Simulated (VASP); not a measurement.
Set up this calculation in VASP 6.6.1, as the native input.

```yaml
Task: single point
Functional: PBEsol
Potentials_or_basis: VASP PAW PBE potentials, release 64 (Hf_pv, Si)
Cutoff: 400 eV
k_mesh: 10 × 5 × 1
Occupations: gaussian, width 0.1 eV
Spin: no spin polarisation
Dipole_correction: yes
Further_INCAR_settings: ALGO = Normal; EDIFF = 1e-06; NBANDS = 90; ISYM = 0; NELMDL = -8
```

The structure of HfSi2 lies in POSCAR:

```
HfSi2
1.0
    3.6500013875      0.0000000000      0.0000000000
   -1.8250006938      7.1724995104      0.0000000000
    0.0000000000      0.0000000000     27.7263571248
Hf Si
8 16
Direct
    0.8953035725      0.7906071450      0.2705007357
    0.1046964275      0.2093928550      0.3360719541
    0.8953035725      0.7906071450      0.4016431724
    0.1046964275      0.2093928550      0.4672143908
    0.8953035725      0.7906071450      0.5327856092
    0.1046964275      0.2093928550      0.5983568276
    0.8953035725      0.7906071450      0.6639280459
    0.1046964275      0.2093928550      0.7294992643
    0.5551823636      0.1103647272      0.2705007357
    0.2502194876      0.5004389752      0.2705007357
    0.4448176364      0.8896352728      0.3360719541
    0.7497805124      0.4995610248      0.3360719541
    0.5551823636      0.1103647272      0.4016431724
    0.2502194876      0.5004389752      0.4016431724
    0.4448176364      0.8896352728      0.4672143908
    0.7497805124      0.4995610248      0.4672143908
    0.5551823636      0.1103647272      0.5327856092
    0.2502194876      0.5004389752      0.5327856092
    0.4448176364      0.8896352728      0.5983568276
    0.7497805124      0.4995610248      0.5983568276
    0.5551823636      0.1103647272      0.6639280459
    0.2502194876      0.5004389752      0.6639280459
    0.4448176364      0.8896352728      0.7294992643
    0.7497805124      0.4995610248      0.7294992643
```

The input as run:

INCAR

```
SYSTEM = HfSi2
  PREC = Accurate
  ENCUT = 400
  EDIFF = 1E-6
  ISMEAR = 0
  SIGMA = 0.1
  LREAL = .FALSE.
  LASPH = .TRUE.
  NELM = 120
  ALGO = Normal
  ISIF = 2
  LWAVE = .FALSE.
  LCHARG = .TRUE.
  LDIPOL = .TRUE.
  IDIPOL = 3
  DIPOL = 0.5 0.5 0.500
  GGA = PS
  LELF = .TRUE.
  LVHAR = .TRUE.
  LVACPOTAV = .TRUE.
  NBANDS = 90
  ISYM = 0
  GGA_COMPAT = .FALSE.
  NELMDL = -8
```

KPOINTS

```
Automatic mesh
0
G
  10 5 1
  0 0 0
```

Potentials or basis: VASP PAW PBE potentials, release 64 (Hf_pv, Si).

Run with:

```console
$ cat potpaw_PBE.64/Hf_pv/POTCAR potpaw_PBE.64/Si/POTCAR > POTCAR
$ mpirun -np 1 vasp_std > vasp.out
```

Results of the run:

```json
{
  "Largest force": "1.381 eV/Å",
  "Band gap on the k mesh": "zero (bands 72 and 73 overlap by 1.04 eV)"
}
```

Caveat: the PAW data sets were made with another functional, which shifts forces and pressure a little; spin-orbit coupling is left out, which moves the levels of the heavy elements.

It took 41 min on 1 thread of Intel(R) Xeon(R) 6975P-C (Granite Rapids) (shared host), peak memory 1 GiB.
